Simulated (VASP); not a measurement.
# Sb (Fd-3m) in VASP: a series of runs

Sb is run at these levels: PBE; tasks: relaxation of cell and atoms.

Program: VASP 6.6.1. These are calculated values, not measurements. Logs are shortened: lines on timing, memory, paths and dates and some standing lists are left out, and cuts for length are marked.

## (1) The cell of the first run

It takes space group Fd-3m (No. 227, cubic). The conventional cell has a = 4.588 Å, b = 4.588 Å, c = 4.588 Å, α = 90.00°, β = 90.00°, γ = 90.00°. Sb (site symmetry -43m) has 4 Sb at 1.99 Å within 2.6 Å.

This isn't the form of Sb at room conditions, which is rhombohedral.

## (2) Relaxation of cell and atoms, PBE, target pressure 370 GPa, at which the enthalpy is minimised

Contents of INCAR:

```
PREC     = Accurate       # precision mode
ENCUT    = 600            # plane-wave cutoff, eV
EDIFF    = 1E-6           # SCF threshold, eV
ISMEAR   = -1             # smearing method
SIGMA    = 0.1            # smearing width, eV
LREAL    = F              # projectors in reciprocal space
LASPH    = T              # aspherical terms in the spheres
NELM     = 60             # most SCF steps
ALGO     = Normal         # electronic algorithm
ISIF     = 3              # what is computed and relaxed
LWAVE    = F              # write WAVECAR
LCHARG   = F              # write CHGCAR
GGA      = PE             # functional
IBRION   = 2              # ionic algorithm
NSW      = 60             # ionic steps
EDIFFG   = -0.005         # ionic threshold
PSTRESS  = 3700.0
```

Contents of KPOINTS:

```
Automatic mesh
0
Gamma
  14 14 14
```

Contents of POSCAR:

```
Sb
1.0
    0.0000000000      2.2939054270      2.2939054270
    2.2939054270      0.0000000000      2.2939054270
    2.2939054270      2.2939054270      0.0000000000
Sb
2
Direct
   -0.1250000000     -0.1250000000     -0.1250000000
    0.1250000000      0.1250000000      0.1250000000
```

Potentials or basis: VASP PAW PBE potentials, release 64 (Sb).

Command:

```bash
> cat potpaw_PBE.64/Sb/POTCAR > POTCAR
> mpirun -np 1 vasp_std > vasp.out
```

OUTCAR:

```text
PREC = Accurate
   ENCUT = 600
   EDIFF = 1E-6
   ISMEAR = -1
   LREAL = F
   LASPH = T
   NELM = 60
   ISIF = 3
   GGA = PE
   IBRION = 2
   NSW = 60
   EDIFFG = -0.005
   PSTRESS = 3700.0

 ion  position               nearest neighbor table
   1  0.875  0.875  0.875-   2 1.99   2 1.99   2 1.99   2 1.99
   2  0.125  0.125  0.125-   1 1.99   1 1.99   1 1.99   1 1.99

  LATTYP: Found a face centered cubic cell.
 ALAT       =     4.5878108540

  Lattice vectors:

 A1 = (   0.0000000000,   2.2939054270,   2.2939054270)
 A2 = (   2.2939054270,   0.0000000000,   2.2939054270)
 A3 = (   2.2939054270,   2.2939054270,   0.0000000000)

Analysis of symmetry for initial positions (statically):
=====================================================================
 Subroutine PRICEL returns:
 Original cell was already a primitive cell.

 Routine SETGRP: Setting up the symmetry group for a
 face centered cubic supercell.

 Subroutine GETGRP returns: Found 48 space group operations
 (whereof 12 operations were pure point group operations)
 out of a pool of 48 trial point group operations.

The static configuration has the point symmetry D_3d.
 The point group associated with its full space group is O_h .

Analysis of symmetry for dynamics (positions and initial velocities):
=====================================================================
 Subroutine PRICEL returns:
 Original cell was already a primitive cell.

 Routine SETGRP: Setting up the symmetry group for a
 face centered cubic supercell.

 Subroutine GETGRP returns: Found 48 space group operations
 (whereof 12 operations were pure point group operations)
 out of a pool of 48 trial point group operations.

The dynamic configuration has the point symmetry D_3d.
 The point group associated with its full space group is O_h .

 Subroutine INISYM returns: Found 48 space group operations
 (whereof 12 operations are pure point group operations),
 and found     1 'primitive' translations

----------------------------------------------------------------------------------------

                                     Primitive cell

  volume of cell :      24.1411

  direct lattice vectors                    reciprocal lattice vectors
     0.000000000  2.293905427  2.293905427    -0.217968881  0.217968881  0.217968881
     2.293905427  0.000000000  2.293905427     0.217968881 -0.217968881  0.217968881
     2.293905427  2.293905427  0.000000000     0.217968881  0.217968881 -0.217968881

  length of vectors
     3.244072166  3.244072166  3.244072166     0.377533177  0.377533177  0.377533177

  position of ions in fractional coordinates (direct lattice)
     0.875000000  0.875000000  0.875000000
     0.125000000  0.125000000  0.125000000

  ion indices of the primitive-cell ions
   primitive index   ion index
                 1           1
                 2           2

----------------------------------------------------------------------------------------

 KPOINTS: Automatic mesh

Automatic generation of k-mesh.
 Grid dimensions read from file:
 generate k-points for:   14   14   14

 Generating k-lattice:

  Cartesian coordinates                     Fractional coordinates (reciprocal lattice)
    -0.015569206  0.015569206  0.015569206     0.071428571  0.000000000  0.000000000
     0.015569206 -0.015569206  0.015569206     0.000000000  0.071428571  0.000000000
     0.015569206  0.015569206 -0.015569206     0.000000000  0.000000000  0.071428571

  Length of vectors
     0.026966656  0.026966656  0.026966656

  Shift w.r.t. Gamma in fractional coordinates (k-lattice)
     0.000000000  0.000000000  0.000000000

 Subroutine IBZKPT returns following result:
 ===========================================

 Found    104 irreducible k-points:

 Following reciprocal coordinates:
            Coordinates               Weight
  0.000000  0.000000  0.000000      1.000000
  0.071429  0.000000  0.000000      8.000000
  0.142857  0.000000  0.000000      8.000000
  0.214286  0.000000  0.000000      8.000000
  0.285714  0.000000  0.000000      8.000000
  0.357143  0.000000  0.000000      8.000000
[... 16 lines left out ...]
  0.214286  0.142857  0.000000     24.000000
  0.285714  0.142857  0.000000     24.000000
 [... further k-points ...]
   k-points           NKPTS =    104   k-points in BZ     NKDIM =    104   number of bands    NBANDS=      9
   number of dos      NEDOS =    301   number of ions     NIONS =      2
   total plane-waves  NPLWV =  21952
   dimension x,y,z NGX =    28 NGY =   28 NGZ =   28
   dimension x,y,z NGXF=    56 NGYF=   56 NGZF=   56
   ions per type =               2
   NGX,Y,Z   is equivalent  to a cutoff of  14.35, 14.35, 14.35 a.u.
   NGXF,Y,Z  is equivalent  to a cutoff of  28.70, 28.70, 28.70 a.u.
 SYSTEM =  unknown system
   PREC   = accura    normal or accurate (medium, high low for compatibility)
   ISTART =      0    job   : 0-new  1-cont  2-samecut
   ICHARG =      2    charge: 1-file 2-atom 10-const
   ISPIN  =      1    spin polarized calculation?
   LNONCOLLINEAR =      F non collinear calculations
   LSORBIT =      F    spin-orbit coupling
   LASPH  =      T    aspherical Exc in radial PAW
   ENCUT  =  600.0 eV  44.10 Ry    6.64 a.u.   6.48  6.48  6.48*2*pi/ulx,y,z
   NELM   =     60;   NELMIN=  2; NELMDL= -5     # of ELM steps
   EDIFF  = 0.1E-05   stopping-criterion for ELM
   LREAL  =      F    real-space projection
   EDIFFG = -.5E-02   stopping-criterion for IOM
   NSW    =     60    number of steps for IOM
   IBRION =      2    ionic relax: 0-MD 1-quasi-New 2-CG
   NFREE  =      1    steps in history (QN), initial steepest desc. (CG)
   ISIF   =      3    stress and relaxation
   ISYM   =      2    0-nonsym 1-usesym 2-fastsym
   POTIM  = 0.5000    time-step for ionic-motion
   TEBEG  =    0.0;   TEEND  =   0.0 temperature during run
   PSTRESS= 3700.0 pullay stress
   NELECT =      10.0000    total number of electrons
   NUPDOWN=      -1.0000    fix difference up-down
   EMIN   =  10.00;   EMAX   =-10.00  energy-range for DOS
   EFERMI =   0.00;   METHOD = LEGACY
   ISMEAR =    -1;   SIGMA  =   0.10  broadening in eV -4-tet -1-fermi 0-gaus
   EFERMI_NEDOS =   21; number of points for ismear=-14 and -15
   IALGO  =     38    algorithm
   IMIX   =      4    mixing-type and parameters
     AMIX     =   0.40;   BMIX     =  1.00
     AMIX_MAG =   1.60;   BMIX_MAG =  1.00
  volume/ion in A,a.u.               =      12.07        81.46
  Fermi-wavevector in a.u.,A,eV,Ry     =   1.220364  2.306153 20.262991  1.489288
  Thomas-Fermi vector in A             =   2.355584
   LORBIT       =      0    0 simple, 1 ext, 2 COOP (PROOUT), +10 PAW based schemes
   GGA     = PE    functional components
   LHFCALC =     F    Hartree Fock is set to
   AEXX    =    0.0000 exact exchange contribution
   IVDW    =     0    specifies the selected vdW correction
   LEPSILON=     F    determine dielectric tensor
   LRPA    =     F    only Hartree local field effects (RPA)
 conjugate gradient relaxation of ions
 non-spin polarized calculation
  energy-cutoff  :      600.00
  volume of cell :       24.14
 maximum number of plane-waves:       825
 NGX is ok and might be reduce to    28
   NGX = 13   NGY = 13   NGZ = 13

--------------------------------------- Ionic step        1  -------------------------------------------

 number of electron      10.0000001 magnetization

 Free energy of the ion-electron system (eV)
  ---------------------------------------------------
  ext. energy  EPLUGINS =         0.00000000
  ---------------------------------------------------
  free energy    TOTEN  =        27.34943231 eV

  energy without entropy =       27.37779832  energy(sigma->0) =       27.36361531

------------------------ aborting loop because EDIFF is reached ----------------------------------------

  FORCE on cell =-STRESS in cart. coord.  units (eV):
  Direction    XX          YY          ZZ          XY          YZ          ZX
  --------------------------------------------------------------------------------------
  -------------------------------------------------------------------------------------
  Total       84.2745613     84.2745613     84.2745613     -0.0000000      0.0000000      0.0000000
  in kB     5593.0739394   5593.0739394   5593.0739394     -0.0000000      0.0000000      0.0000000
  external PRESSURE =    1893.0739394 kB  Pullay stress =    3700.0000000 kB
[... 23 lines left out ...]
  enthalpy is  TOTEN    =        83.0997907430 eV   P V=       55.7503584352

--------------------------------------- Ionic step        2  -------------------------------------------

 number of electron      10.0000008 magnetization

 E-fermi :   1.4645     XC(G=0):  -6.6727

 val. band max:        1.4514490654   @ k =  -0.3571   0.4286   0.1429
 cond. band min:       1.4906067629   @ k =   0.2857   0.2857   0.0000
 fundamental gap:      0.0391576975
 Fermi energy:         1.4645157298

 k-point     1 :       0.0000    0.0000    0.0000
  band No.  band energies     occupation
      1      -8.5014      2.00000
      2      -5.0250      2.00000
      3       0.2147      1.99999
      4       0.2147      1.99999
      5       0.2147      1.99999
      6       2.1124      0.00307
      7       2.1124      0.00307
      8       2.1124      0.00307
      9       5.4662      0.00000
[... 389 lines left out ...]
  enthalpy is  TOTEN    =        81.1311530442 eV   P V=       64.3933864297

--------------------------------------- Ionic step        5  -------------------------------------------

 number of electron      10.0000000 magnetization

 Free energy of the ion-electron system (eV)
  ---------------------------------------------------
  ext. energy  EPLUGINS =         0.00000000
  ---------------------------------------------------
  free energy    TOTEN  =        16.97616916 eV

  energy without entropy =       17.00621090  energy(sigma->0) =       16.99119003

 E-fermi :  21.7069     XC(G=0): -13.1189

 val. band max:       21.6394840078   @ k =  -0.2143   0.2143   0.0000
 cond. band min:      21.7475517271   @ k =   0.2143   0.2143   0.0000
 fundamental gap:      0.1080677193
 Fermi energy:        21.7068583643

 k-point     1 :       0.0000    0.0000    0.0000
  band No.  band energies     occupation
      1      -1.2446      2.00000
      2      19.4498      2.00000
      3      19.4498      2.00000
      4      19.4498      2.00000
      5      21.1145      1.99466
      6      21.1145      1.99466
      7      21.1145      1.99466
      8      24.5250      0.00000
      9      24.6517      0.00000
[... 305 lines left out ...]
  FREE ENERGIE OF THE ION-ELECTRON SYSTEM (eV)
  ---------------------------------------------------
  free  energy   TOTEN  =        16.9761691583 eV

  energy  without entropy=       17.0062108997  energy(sigma->0) =       16.99119003

  enthalpy is  TOTEN    =        81.1297983196 eV   P V=       64.1536291613

 reached required accuracy - stopping structural energy minimisation
```

Wall time 2.3 min (1 thread of Intel Xeon Platinum 8375C at 2.90GHz (Ice Lake), shared host); peak memory 0.18 GiB.

What came out:

```
Free energy                                                : 16.9762 eV
Relaxed volume                                             : 13.89 Å³/atom
Relaxed cell                                               : a = 3.399 Å, b = 3.399 Å, c = 3.399 Å, α = 60.00°, β = 60.00°, γ = 60.00°
Space group after relaxing (to 0.1 Å)                      : Fd-3m (No. 227)
Energy change on relaxing (the run minimises the enthalpy) : -5186.6 meV/atom
Ionic steps                                                : 5
Pressure after relaxing                                    : 370.0 GPa
Band gap on the k mesh                                     : zero (bands 5 and 6 overlap by 4.28 eV)
```

Step by step:
| step | energy change (eV) | largest force (eV/Å) | pressure (GPa) | volume (Å³) |
| --- | --- | --- | --- | --- |
| 1 | 0.0000 | 0.0000 | 559.31 | 24.14 |
| 2 | -34.3846 | 0.0000 | -5.12 | 116.12 |
| 3 | -13.3935 | 0.0000 | 318.72 | 29.19 |
| 4 | -10.6117 | 0.0000 | 365.89 | 27.88 |
| 5 | -10.3733 | 0.0000 | 370.03 | 27.78 |

Final structure:
```
Sb
1.0
     0.00000    2.40381    2.40381
     2.40381    0.00000    2.40381
     2.40381    2.40381    0.00000
Sb
2
Direct
  0.87500 0.87500 0.87500
  0.12500 0.12500 0.12500
```

Caveat: the cell is relaxed towards a set pressure, so the run minimises the enthalpy, not the energy; the volume moved by over 15 % at a fixed basis, so the end points are rough; spin-orbit coupling is left out, which moves the levels of the heavy elements.

## (3) Relaxation of cell and atoms, PBE, target pressure 370 GPa, at which the enthalpy is minimised

This run uses another cell than the first one, of 14.02 Å³/atom.

Contents of INCAR:

```
ALGO     = Normal         # electronic algorithm
EDIFF    = 1E-7           # SCF threshold, eV
EDIFFG   = -0.005         # ionic threshold
ENCUT    = 600            # plane-wave cutoff, eV
GGA      = PE             # functional
IBRION   = 2              # ionic algorithm
ISIF     = 3              # what is computed and relaxed
ISMEAR   = -1             # smearing method
LASPH    = True           # aspherical terms in the spheres
LCHARG   = False          # write CHGCAR
LREAL    = False          # projectors in reciprocal space
LWAVE    = False          # write WAVECAR
NELM     = 80             # most SCF steps
NSW      = 32             # ionic steps
PREC     = Accurate       # precision mode
PSTRESS  = 3700.0       
SIGMA    = 0.1            # smearing width, eV
```

Contents of KPOINTS:

```
k-points
0
Gamma
  14 14 14
```

Contents of POSCAR:

```
Sb
1.0
    0.0000000000      2.4110032402      2.4110032402
    2.4110032402      0.0000000000      2.4110032402
    2.4110032402      2.4110032402      0.0000000000
Sb
2
Direct
   -0.1250000000     -0.1250000000     -0.1250000000
    0.1250000000      0.1250000000      0.1250000000
```

Potentials or basis: VASP PAW PBE potentials, release 64 (Sb).

Command:

```bash
> cat potpaw_PBE.64/Sb/POTCAR > POTCAR
> mpirun -np 1 vasp_std > vasp.out
```

It took 2.1 min on 1 thread of Intel Xeon Platinum 8375C at 2.90GHz (Ice Lake), shared host; peak memory 0.18 GiB.

The run converged. Its results:

| Property | Result |
| --- | --- |
| Free energy | 16.9718 eV |
| Relaxed volume | 13.89 Å³/atom |
| Relaxed cell | a = 3.400 Å, b = 3.400 Å, c = 3.400 Å, α = 60.00°, β = 60.00°, γ = 60.00° |
| Space group after relaxing (to 0.1 Å) | Fd-3m (No. 227) |
| Energy change on relaxing (the run minimises the enthalpy) | +283.1 meV/atom |
| Ionic steps | 4 |
| Pressure after relaxing | 370.0 GPa |
| Band gap on the k mesh | zero (bands 5 and 6 overlap by 4.28 eV) |

The path:
```csv
step,energy change (eV),largest force (eV/Å),pressure (GPa),volume (Å³)
1,0.0000,0.0000,360.17,28.03
2,9.1042,0.0000,524.61,24.69
3,0.5288,0.0000,369.31,27.80
4,0.5663,0.0000,369.96,27.78
```

Final structure:
```yaml
crystal:
  lattice:
    - [0.00000, 2.40385, 2.40385]
    - [2.40385, 0.00000, 2.40385]
    - [2.40385, 2.40385, 0.00000]
  atoms:
    - { symbol: Sb, position: [0.87500, 0.87500, 0.87500] }
    - { symbol: Sb, position: [0.12500, 0.12500, 0.12500] }
```

Levels at points of the mesh, in eV from the Fermi level:
| k point | band 2 | band 3 | band 4 | band 5 | band 6 | band 7 | band 8 | band 9 |
| --- | --- | --- | --- | --- | --- | --- | --- | --- |
| (0.00, 0.00, 0.00) | -2.26 | -2.26 | -2.26 | -0.59 | -0.59 | -0.59 | 2.82 | 2.94 |
| (0.50, 0.00, 0.00) | -15.59 | -5.77 | -5.77 | 0.25 | 0.81 | 0.81 | 1.57 | 8.23 |
| (0.50, 0.50, 0.00) | -15.85 | -9.48 | -9.48 | -3.12 | -3.12 | 9.97 | 9.97 | 10.66 |

Caveat: the cell is relaxed towards a set pressure, so the run minimises the enthalpy, not the energy; spin-orbit coupling is left out, which moves the levels of the heavy elements.
